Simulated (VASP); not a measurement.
## Ti3Se: single point with PBE

Ti3Se:

```
Se Ti
1.0
     3.15423    0.00000    0.00000
    -1.57712    2.73164    0.00000
     0.00000    0.00000    7.83540
Se Ti
1 3
Direct
  0.00000 0.00000 0.00000
  0.66667 0.33333 0.50000
  0.33333 0.66667 0.77290
  0.33333 0.66667 0.22710
```

```yaml
Program: VASP 6.6.1
Task: single point
Functional: PBE
Potentials_or_basis: VASP PAW PBE potentials, release 64 (Se, Ti_sv)
Cutoff: 520 eV
k_mesh: 10 × 10 × 4
Occupations: fermi-dirac, width 0.05 eV
Spin: no spin polarisation
Dipole_correction: no
Further_INCAR_settings: ALGO = Normal; EDIFF = 1e-07; NBANDS = 29
```

* Pressure: 5.2 GPa
* Largest force: 0.181 eV/Å
* Band gap on the k mesh: zero (bands 21 and 22 overlap by 0.57 eV)

Forces in eV/Å, atoms in the order of the input:
```
Se   0.000  0.000  0.000
Ti   0.000  0.000  0.000
Ti   0.000  0.000 -0.181
Ti   0.000  0.000  0.181
```

Stress tensor (GPa, compression positive):
```
4.85 0.00 0.00
0.00 4.85 0.00
0.00 0.00 5.87
```

Levels at points of the mesh, in eV from the Fermi level:
```tsv
k point	band 17	band 18	band 19	band 20	band 21	band 22	band 23	band 24	band 25	band 26
(0.00, 0.00, 0.00)	-1.34	-1.34	-0.10	0.15	0.15	0.31	0.31	1.00	1.10	1.48
(0.50, 0.00, 0.00)	-2.18	-1.87	-1.64	-0.65	-0.47	0.20	0.85	0.88	2.41	2.61
(0.00, 0.00, 0.50)	-1.42	-1.42	-0.65	0.40	0.40	0.63	0.63	0.64	1.05	1.05
(0.50, 0.00, 0.50)	-2.13	-1.64	-1.56	-0.93	-0.92	0.66	0.90	1.05	1.27	2.64
```

Wall time 72 s on 1 thread of Intel(R) Xeon(R) Platinum 8375C CPU @ 2.90GHz (Ice Lake), with other jobs on the host, peak memory 0.21 GiB.

Caveat: the cell stands under pressure.
